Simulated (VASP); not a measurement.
# Zr3S2 (R32) in VASP: settings compared

Aim: see how the results for Zr3S2 move with the level of theory and the settings. Levels: PBEsol+U, r2SCAN+U. Tasks: single point.

Program: VASP 6.6.1. These are calculated values, not measurements. Logs are shortened: lines on timing, memory, paths and dates and some standing lists are left out, and cuts for length are marked.

## Step 1: The cell of the first run

The structure is trigonal, space group R32 (No. 155). Conventional cell: a = 5.766 Å, b = 5.766 Å, c = 10.436 Å, α = 90.00°, β = 90.00°, γ = 120.00°. Zr (site symmetry 2) has 4 S at 2.60 Å and 8 Zr at 3.30 to 3.48 Å within 3.5 Å. S (site symmetry 3) has 6 Zr at 2.60 Å and 4 S at 3.33 to 3.43 Å within 3.5 Å.

## Step 2: Single point, PBEsol+U

File INCAR:

```
  PREC = Accurate
  ENCUT = 520
  EDIFF = 1E-6
  ISMEAR = -1
  SIGMA = 0.05
  LREAL = False
  LASPH = True
  NELM = 150
  ALGO = Normal
  ISIF = 2
  LWAVE = False
  LCHARG = False
  LMAXMIX = 4
  LDAU = True
  LDAUTYPE = 2
  LDAUL = 2 -1
  LDAUU = 3 0
  LDAUJ = 0 0
  LDAUPRINT = 1
  GGA = PS
  NBANDS = 32
```

File KPOINTS:

```
regular mesh
0
Gamma
  6 6 6
```

File POSCAR:

```
Zr3S2
1.0
    2.8831517182      1.6645884206      3.4786546494
   -2.8831517182      1.6645884206      3.4786546494
    0.0000000000     -3.3291768412      3.4786546494
Zr S
3 2
Direct
    0.8384272627      0.5000000000      0.1615727373
    0.5000000000      0.1615727373      0.8384272627
    0.1615727373      0.8384272627      0.5000000000
    0.6642634500      0.6642634500      0.6642634500
    0.3357365500      0.3357365500      0.3357365500
```

Potentials or basis: VASP PAW PBE potentials, release 64 (Zr_sv, S).

On the command line:

```console
$ cat potpaw_PBE.64/Zr_sv/POTCAR potpaw_PBE.64/S/POTCAR > POTCAR
$ mpirun -np 1 vasp_std > vasp.out
```

OUTCAR:

```text
PREC = Accurate
   ENCUT = 520
   EDIFF = 1E-6
   ISMEAR = -1
   LREAL = False
   LASPH = True
   NELM = 150
   ISIF = 2
   GGA = PS

 ion  position               nearest neighbor table
   1  0.838  0.500  0.162-   4 2.60   5 2.60   4 2.60   5 2.60   3 3.30   3 3.30   2 3.30   2 3.30
                             2 3.38   3 3.38   2 3.48   3 3.48
   2  0.500  0.162  0.838-   4 2.60   5 2.60   5 2.60   4 2.60   3 3.30   3 3.30   1 3.30   1 3.30
                             1 3.38   3 3.38   1 3.48   3 3.48
   3  0.162  0.838  0.500-   4 2.60   5 2.60   5 2.60   4 2.60   2 3.30   1 3.30   1 3.30   2 3.30
                             1 3.38   2 3.38   1 3.48   2 3.48
   4  0.664  0.664  0.664-   1 2.60   2 2.60   3 2.60   3 2.60   1 2.60   2 2.60
   5  0.336  0.336  0.336-   1 2.60   2 2.60   3 2.60   3 2.60   2 2.60   1 2.60

  LATTYP: Found a trigonal (rhomboedric) cell.
 ALAT       =     4.8150240508
 COS(alpha) =     0.2829192446

  Lattice vectors:

 A1 = (   2.8831517182,   1.6645884206,   3.4786546494)
 A2 = (  -2.8831517182,   1.6645884206,   3.4786546494)
 A3 = (   0.0000000000,  -3.3291768412,   3.4786546494)

Analysis of symmetry for initial positions (statically):
=====================================================================
 Subroutine PRICEL returns:
 Original cell was already a primitive cell.

 Routine SETGRP: Setting up the symmetry group for a
 trigonal (rhombohedral) supercell.

 Subroutine GETGRP returns: Found  6 space group operations
 (whereof  6 operations were pure point group operations)
 out of a pool of 12 trial point group operations.

The static configuration has the point symmetry D_3 .

Analysis of symmetry for dynamics (positions and initial velocities):
=====================================================================
 Subroutine PRICEL returns:
 Original cell was already a primitive cell.

 Routine SETGRP: Setting up the symmetry group for a
 trigonal (rhombohedral) supercell.

 Subroutine GETGRP returns: Found  6 space group operations
 (whereof  6 operations were pure point group operations)
 out of a pool of 12 trial point group operations.

The dynamic configuration has the point symmetry D_3 .

 Subroutine INISYM returns: Found  6 space group operations
 (whereof  6 operations are pure point group operations),
 and found     1 'primitive' translations

----------------------------------------------------------------------------------------

                                     Primitive cell

  volume of cell :     100.1698

  direct lattice vectors                    reciprocal lattice vectors
     2.883151718  1.664588421  3.478654649     0.173421328  0.100124850  0.095822485
    -2.883151718  1.664588421  3.478654649    -0.173421328  0.100124850  0.095822485
     0.000000000 -3.329176841  3.478654649     0.000000000 -0.200249701  0.095822485

  length of vectors
     4.815024051  4.815024051  4.815024051     0.221995251  0.221995251  0.221995251

  position of ions in fractional coordinates (direct lattice)
     0.838427263  0.500000000  0.161572737
     0.500000000  0.161572737  0.838427263
     0.161572737  0.838427263  0.500000000
     0.664263450  0.664263450  0.664263450
     0.335736550  0.335736550  0.335736550

  ion indices of the primitive-cell ions
   primitive index   ion index
                 1           1
                 2           2
                 3           3
                 4           4
                 5           5

----------------------------------------------------------------------------------------

 KPOINTS: regular mesh

Automatic generation of k-mesh.
 Grid dimensions read from file:
 generate k-points for:    6    6    6

 Generating k-lattice:

  Cartesian coordinates                     Fractional coordinates (reciprocal lattice)
     0.028903555  0.016687475  0.015970414     0.166666667  0.000000000 -0.000000000
    -0.028903555  0.016687475  0.015970414     0.000000000  0.166666667 -0.000000000
     0.000000000 -0.033374950  0.015970414    -0.000000000 -0.000000000  0.166666667

  Length of vectors
     0.036999208  0.036999208  0.036999208

  Shift w.r.t. Gamma in fractional coordinates (k-lattice)
     0.000000000  0.000000000  0.000000000

 Subroutine IBZKPT returns following result:
 ===========================================

 Found     32 irreducible k-points:

 Following reciprocal coordinates:
            Coordinates               Weight
  0.000000  0.000000  0.000000      1.000000
  0.166667  0.000000 -0.000000      6.000000
  0.333333 -0.000000 -0.000000      6.000000
  0.500000 -0.000000  0.000000      3.000000
  0.166667  0.166667 -0.000000      6.000000
  0.333333  0.166667 -0.000000     12.000000
[... 16 lines left out ...]
  0.500000  0.500000  0.166667      6.000000
 -0.333333  0.500000  0.166667     12.000000
 [... further k-points ...]
   k-points           NKPTS =     32   k-points in BZ     NKDIM =     32   number of bands    NBANDS=     32
[... 48 lines left out ...]
   AEXX    =    0.0000 exact exchange contribution
   IVDW    =     0    specifies the selected vdW correction
   LEPSILON=     F    determine dielectric tensor
   LRPA    =     F    only Hartree local field effects (RPA)
 non-spin polarized calculation
  energy-cutoff  :      520.00
  volume of cell :      100.17
 maximum number of plane-waves:      2742
   NGX = 17   NGY = 17   NGZ = 17

atom =   1  type =  1  l = 2

 onsite density matrix

spin component  1

  0.1748  0.0081  0.0072 -0.0052  0.0020
  0.0081  0.1153 -0.0091  0.0047  0.0042
  0.0072 -0.0091  0.2046  0.0158 -0.0042
 -0.0052  0.0047  0.0158  0.1098  0.0081
  0.0020  0.0042 -0.0042  0.0081  0.1772

spin component  2

  0.1748  0.0081  0.0072 -0.0052  0.0020
  0.0081  0.1153 -0.0091  0.0047  0.0042
  0.0072 -0.0091  0.2046  0.0158 -0.0042
 -0.0052  0.0047  0.0158  0.1098  0.0081
  0.0020  0.0042 -0.0042  0.0081  0.1772
[... 67 lines left out ...]
 occupancies and eigenvectors

  o =  0.1020  v =  0.0000 -0.9703  0.1853  0.0000 -0.1553  0.0000  0.0000  0.0000  0.0000  0.0000      0.0000  0.0000  0.0000  0.0000  0.0000  0.0000  0.0000  0.0000  0.0000  0.0000
  o =  0.1020  v =  0.0000  0.0000  0.0000  0.0000  0.0000  0.0000 -0.9703  0.1853  0.0000 -0.1553      0.0000  0.0000  0.0000  0.0000  0.0000  0.0000  0.0000  0.0000  0.0000  0.0000
  o =  0.1167  v =  0.0000  0.0000  0.0000  0.0000  0.0000  0.1432  0.0000  0.0000 -0.9897 -0.0000      0.0000  0.0000  0.0000  0.0000  0.0000  0.0000  0.0000  0.0000  0.0000  0.0000
  o =  0.1167  v =  0.1432  0.0000  0.0000 -0.9897 -0.0000  0.0000  0.0000  0.0000  0.0000  0.0000      0.0000  0.0000  0.0000  0.0000  0.0000  0.0000  0.0000  0.0000  0.0000  0.0000
  o =  0.1742  v =  0.0000  0.1850  0.1555  0.0000 -0.9704  0.0000  0.0000  0.0000  0.0000  0.0000      0.0000  0.0000  0.0000  0.0000  0.0000  0.0000  0.0000  0.0000  0.0000  0.0000
  o =  0.1742  v =  0.0000  0.0000  0.0000  0.0000  0.0000  0.0000  0.1850  0.1555  0.0000 -0.9704      0.0000  0.0000  0.0000  0.0000  0.0000  0.0000  0.0000  0.0000  0.0000  0.0000
  o =  0.1796  v = -0.9897  0.0000  0.0000 -0.1432 -0.0000  0.0000  0.0000  0.0000  0.0000  0.0000      0.0000  0.0000  0.0000  0.0000  0.0000  0.0000  0.0000  0.0000  0.0000  0.0000
  o =  0.1796  v =  0.0000  0.0000  0.0000  0.0000  0.0000 -0.9897  0.0000  0.0000 -0.1432 -0.0000      0.0000  0.0000  0.0000  0.0000  0.0000  0.0000  0.0000  0.0000  0.0000  0.0000
  o =  0.2091  v =  0.0000  0.1557  0.9703  0.0000  0.1852  0.0000  0.0000  0.0000  0.0000  0.0000      0.0000  0.0000  0.0000  0.0000  0.0000  0.0000  0.0000  0.0000  0.0000  0.0000
  o =  0.2091  v =  0.0000  0.0000  0.0000  0.0000  0.0000  0.0000  0.1557  0.9703  0.0000  0.1852      0.0000  0.0000  0.0000  0.0000  0.0000  0.0000  0.0000  0.0000  0.0000  0.0000

 number of electron      48.0000001 magnetization

 Free energy of the ion-electron system (eV)
  ---------------------------------------------------
  ext. energy  EPLUGINS =         0.00000000
  ---------------------------------------------------
  free energy    TOTEN  =       -35.82719347 eV

  energy without entropy =      -35.81070498  energy(sigma->0) =      -35.81894923

 E-fermi :   9.2754     XC(G=0): -11.1388

 val. band max:        9.2522174107   @ k =   0.1667   0.1667   0.1667
 cond. band min:       9.3004856956   @ k =   0.5000   0.1667   0.1667
 fundamental gap:      0.0482682849
 Fermi energy:         9.2753792377

 k-point     1 :       0.0000    0.0000    0.0000
  band No.  band energies     occupation
      1     -40.4142      2.00000
      2     -40.3306      2.00000
      3     -40.3306      2.00000
      4     -18.5769      2.00000
      5     -18.5769      2.00000
      6     -18.5687      2.00000
[... 829 lines left out ...]
     31      12.4588      0.00000
     32      12.8829      0.00000

 [... further k-points ...]

------------------------ aborting loop because EDIFF is reached ----------------------------------------

  FORCE on cell =-STRESS in cart. coord.  units (eV):
  Direction    XX          YY          ZZ          XY          YZ          ZX
  --------------------------------------------------------------------------------------
  -------------------------------------------------------------------------------------
  Total        1.4196047      1.4196047      1.4927850      0.0000000      0.0000000      0.0000000
  in kB       22.7060233     22.7060233     23.8765129      0.0000000      0.0000000      0.0000000
  external PRESSURE =      23.0961865 kB  Pullay stress =       0.0000000 kB

 VOLUME and BASIS-vectors are now :
 -----------------------------------------------------------------------------
  energy-cutoff  :      520.00
  volume of cell :      100.17
      direct lattice vectors                 reciprocal lattice vectors
     2.883151718  1.664588421  3.478654649     0.173421328  0.100124850  0.095822485
    -2.883151718  1.664588421  3.478654649    -0.173421328  0.100124850  0.095822485
     0.000000000 -3.329176841  3.478654649     0.000000000 -0.200249701  0.095822485

 POSITION                                       TOTAL-FORCE (eV/Angst)
 -----------------------------------------------------------------------------------
      0.97574      1.69003      5.21798         0.020132      0.034870      0.000000
      0.97574     -1.69003      5.21798         0.020132     -0.034870      0.000000
     -1.95147      0.00000      5.21798        -0.040264      0.000000     -0.000000
      0.00000      0.00000      6.93223        -0.000000     -0.000000      0.030989
      0.00000      0.00000      3.50373        -0.000000     -0.000000     -0.030989
 -----------------------------------------------------------------------------------
    total drift:                               -0.000000     -0.000000      0.000000

  FREE ENERGIE OF THE ION-ELECTRON SYSTEM (eV)
  ---------------------------------------------------
  free  energy   TOTEN  =       -35.8271934684 eV

  energy  without entropy=      -35.8107049821  energy(sigma->0) =      -35.81894923
```

Run time: 33 s. Hardware: 1 thread of Intel Xeon 6975P-C (Granite Rapids), shared host; peak memory 0.24 GiB.

Results:

```
Free energy            : -35.8272 eV
Pressure               : 2.3 GPa
Largest force          : 0.040 eV/Å
Band gap on the k mesh : zero (bands 24 and 25 overlap by 0.27 eV)
```

Forces in eV/Å, atoms in the order of the input:
```
Zr   0.020  0.035  0.000
Zr   0.020 -0.035  0.000
Zr  -0.040  0.000  0.000
S    0.000  0.000  0.031
S    0.000  0.000 -0.031
```

Eigenvalues of the final occupation matrices:
```
    site  spin  trace               eigenvalues
site 1 d     1   0.78  0.10 0.12 0.17 0.18 0.21
site 1 d     2   0.78  0.10 0.12 0.17 0.18 0.21
site 2 d     1   0.78  0.10 0.12 0.17 0.18 0.21
site 2 d     2   0.78  0.10 0.12 0.17 0.18 0.21
site 3 d     1   0.78  0.10 0.12 0.17 0.18 0.21
site 3 d     2   0.78  0.10 0.12 0.17 0.18 0.21
```

Caveat: the PAW data sets were made with another functional, which shifts forces and pressure a little; U without spin polarisation on a metal has little footing.

## Step 3: Single point, r2SCAN+U

This run uses another cell than the first one, of 20.36 Å³/atom.

File POSCAR:

```
Zr3S2
1.0
    2.9025379727      1.6757810799      3.4877732718
   -2.9025379727      1.6757810799      3.4877732718
    0.0000000000     -3.3515621597      3.4877732718
Zr S
3 2
Direct
    0.8387270000      0.5000000000      0.1612730000
    0.5000000000      0.1612730000      0.8387270000
    0.1612730000      0.8387270000      0.5000000000
    0.6650230000      0.6650230000      0.6650230000
    0.3349770000      0.3349770000      0.3349770000
```

File INCAR.step1:

```
ALGO = Normal
EDIFF = 1E-4
ENCUT = 520
GGA = PE
ISMEAR = -1
LASPH = T
LCHARG = F
LDAU = T
LDAUJ = 0 0
LDAUL = 2 -1
LDAUTYPE = 2
LDAUU = 4 0
LMAXMIX = 4
LREAL = F
LWAVE = T
NBANDS = 32
NELM = 150
PREC = Accurate
SIGMA = 0.05
```

File INCAR.step2:

```
ALGO = Normal
EDIFF = 1E-6
ENCUT = 520
ISIF = 2
ISMEAR = -1
ISTART = 1
LASPH = T
LCHARG = F
LDAU = T
LDAUJ = 0 0
LDAUL = 2 -1
LDAUPRINT = 1
LDAUTYPE = 2
LDAUU = 4 0
LMAXMIX = 4
LMIXTAU = T
LREAL = F
LWAVE = F
METAGGA = R2SCAN
NBANDS = 32
NELM = 150
PREC = Accurate
SIGMA = 0.05
```

File KPOINTS:

```
k-points
0
Gamma
  6 6 6
```

Potentials or basis: VASP PAW PBE potentials, release 64 (Zr_sv, S).

On the command line:

```console
$ cat potpaw_PBE.64/Zr_sv/POTCAR potpaw_PBE.64/S/POTCAR > POTCAR
$ cp INCAR.step1 INCAR
$ mpirun -np 1 vasp_std > vasp.out
$ cp INCAR.step2 INCAR
$ mpirun -np 1 vasp_std > vasp.out
```

Run time: 2.7 min. Hardware: 1 thread of Intel Xeon 6975P-C (Granite Rapids), shared host; peak memory 0.26 GiB.

The run converged. Its results:

```
Free energy            : -82.6786 eV
Pressure               : 6.3 GPa
Largest force          : 0.140 eV/Å
Band gap on the k mesh : zero (bands 24 and 25 overlap by 0.23 eV)
```

Forces on the atoms (eV/Å):
```
Zr  -0.006 -0.010  0.000
Zr  -0.006  0.010  0.000
Zr   0.012  0.000  0.000
S    0.000  0.000 -0.140
S    0.000  0.000  0.140
```

Stress tensor (GPa, compression positive):
```
5.65 0.00 0.00
0.00 5.65 0.00
0.00 0.00 7.46
```

Levels at points of the mesh, in eV from the Fermi level:
```
           k point  band 22  band 23  band 24  band 25  band 26  band 27
(0.00, 0.00, 0.00)    -1.83     0.00     0.00     0.96     0.96     2.10
(0.50, 0.00, 0.00)    -1.28    -0.85    -0.69    -0.14     1.45     2.03
(0.50, 0.50, 0.00)    -1.32    -1.00    -0.33     0.11     1.20     2.28
(0.50, 0.50, 0.50)    -0.48    -0.15    -0.15     0.64     0.64     1.57
```

Eigenvalues of the final occupation matrices:
```
    site  spin  trace               eigenvalues
site 1 d     1   0.73  0.09 0.10 0.17 0.17 0.21
site 1 d     2   0.73  0.09 0.10 0.17 0.17 0.21
site 2 d     1   0.73  0.09 0.10 0.17 0.17 0.21
site 2 d     2   0.73  0.09 0.10 0.17 0.17 0.21
site 3 d     1   0.73  0.09 0.10 0.17 0.17 0.21
site 3 d     2   0.73  0.09 0.10 0.17 0.17 0.21
```

Caveat: the cell stands under pressure; the PAW data sets were made with another functional, which shifts forces and pressure a little; U without spin polarisation on a metal has little footing.

## Step 4: Single point, r2SCAN+U

This run uses another cell than the first one, of 20.36 Å³/atom.

POSCAR is that of step 3.

File INCAR.step1:

```
SYSTEM = Zr3S2
ALGO     = Normal         ! electronic algorithm
EDIFF    = 1E-4           ! SCF threshold, eV
ENCUT    = 520            ! plane-wave cutoff, eV
GGA      = PE             ! functional
ISMEAR   = -1             ! smearing method
LASPH    = .True.         ! aspherical terms in the spheres
LCHARG   = .False.        ! write CHGCAR
LDAU     = .True.         ! DFT+U
LDAUJ    = 0 0          
LDAUL    = 2 -1           ! shell
LDAUTYPE = 2            
LDAUU    = 5 0            ! U, eV
LMAXMIX  = 4              ! l up to which the mixer works
LREAL    = .False.        ! projectors in reciprocal space
LWAVE    = .True.         ! write WAVECAR
NBANDS   = 32             ! bands
NELM     = 150            ! most SCF steps
PREC     = Accurate       ! precision mode
SIGMA    = 0.05           ! smearing width, eV
```

File INCAR.step2:

```
SYSTEM = Zr3S2
ALGO     = Normal         ! electronic algorithm
EDIFF    = 1E-6           ! SCF threshold, eV
ENCUT    = 520            ! plane-wave cutoff, eV
ISIF     = 2              ! what is computed and relaxed
ISMEAR   = -1             ! smearing method
ISTART   = 1            
LASPH    = .True.         ! aspherical terms in the spheres
LCHARG   = .False.        ! write CHGCAR
LDAU     = .True.         ! DFT+U
LDAUJ    = 0 0          
LDAUL    = 2 -1           ! shell
LDAUPRINT= 1            
LDAUTYPE = 2            
LDAUU    = 5 0            ! U, eV
LMAXMIX  = 4              ! l up to which the mixer works
LMIXTAU  = .True.       
LREAL    = .False.        ! projectors in reciprocal space
LWAVE    = .False.        ! write WAVECAR
METAGGA  = R2SCAN         ! meta-GGA
NBANDS   = 32             ! bands
NELM     = 150            ! most SCF steps
PREC     = Accurate       ! precision mode
SIGMA    = 0.05           ! smearing width, eV
```

File KPOINTS:

```
k-points
0
Gamma
  6 6 6
  0 0 0
```

On the command line:

```console
$ cat potpaw_PBE.64/Zr_sv/POTCAR potpaw_PBE.64/S/POTCAR > POTCAR
$ cp INCAR.step1 INCAR
$ mpirun -np 1 vasp_std > vasp.out
$ cp INCAR.step2 INCAR
$ mpirun -np 1 vasp_std > vasp.out
```

Wall time 2.3 min (1 thread of Intel Xeon 6975P-C (Granite Rapids), shared host); peak memory 0.26 GiB.

Results (log left out):

| Quantity | Value |
| --- | --- |
| Free energy | -80.8704 eV |
| Pressure | 8.1 GPa |
| Largest force | 0.163 eV/Å |
| Band gap on the k mesh | zero (bands 24 and 25 overlap by 0.22 eV) |

Forces on the atoms (eV/Å):
```
Zr   0.004  0.008  0.000
Zr   0.004 -0.008  0.000
Zr  -0.009  0.000  0.000
S    0.000  0.000 -0.163
S    0.000  0.000  0.163
```

Stress tensor (GPa, compression positive):
```
7.43 0.00 0.00
0.00 7.43 0.00
0.00 0.00 9.45
```

Levels at points of the mesh, in eV from the Fermi level:
| k point | band 22 | band 23 | band 24 | band 25 | band 26 | band 27 |
| --- | --- | --- | --- | --- | --- | --- |
| (0.00, 0.00, 0.00) | -1.82 | -0.01 | -0.01 | 1.01 | 1.01 | 2.10 |
| (0.50, 0.00, 0.00) | -1.31 | -0.83 | -0.69 | -0.15 | 1.51 | 2.05 |
| (0.50, 0.50, 0.00) | -1.35 | -1.03 | -0.33 | 0.14 | 1.23 | 2.32 |
| (0.50, 0.50, 0.50) | -0.49 | -0.14 | -0.14 | 0.70 | 0.70 | 1.65 |

Eigenvalues of the final occupation matrices:
```tsv
site	spin	trace	eigenvalues
site 1 d	1	0.70	0.08 0.10 0.16 0.16 0.20
site 1 d	2	0.70	0.08 0.10 0.16 0.16 0.20
site 2 d	1	0.70	0.08 0.10 0.16 0.16 0.20
site 2 d	2	0.70	0.08 0.10 0.16 0.16 0.20
site 3 d	1	0.70	0.08 0.10 0.16 0.16 0.20
site 3 d	2	0.70	0.08 0.10 0.16 0.16 0.20
```

Caveat: the cell stands under pressure; the PAW data sets were made with another functional, which shifts forces and pressure a little; U without spin polarisation on a metal has little footing.

## Step 5: The runs side by side

```tsv
level	U	cell	gap on the mesh (eV)	pressure (GPa)	largest force (eV/Å)
PBEsol+U	Zr d U = 3.0 eV	a = 4.815 Å, angles 73.6°, 5 atoms, atomic positions A	none	2.3	0.04
r2SCAN+U	Zr d U = 4.0 eV	a = 4.837 Å, angles 73.7°, 5 atoms, atomic positions B	none	6.3	0.14
r2SCAN+U	Zr d U = 5.0 eV	a = 4.837 Å, angles 73.7°, 5 atoms, atomic positions B	none	8.1	0.16
```

Alike in all rows: task single point; potentials or basis VASP PAW PBE potentials, release 64 (Zr_sv, S); no spin polarisation; k mesh 6 × 6 × 6; cutoff (eV) 520; smearing fermi-dirac 0.05 eV.

Caveats: the PAW data sets were made with another functional, which shifts forces and pressure a little; U without spin polarisation on a metal has little footing; the cell stands under pressure (at least some runs).

Absolute energies hang on the potentials; compare differences alone.

The gap in the log of VASP goes by the Fermi energy; the results here count the filled bands.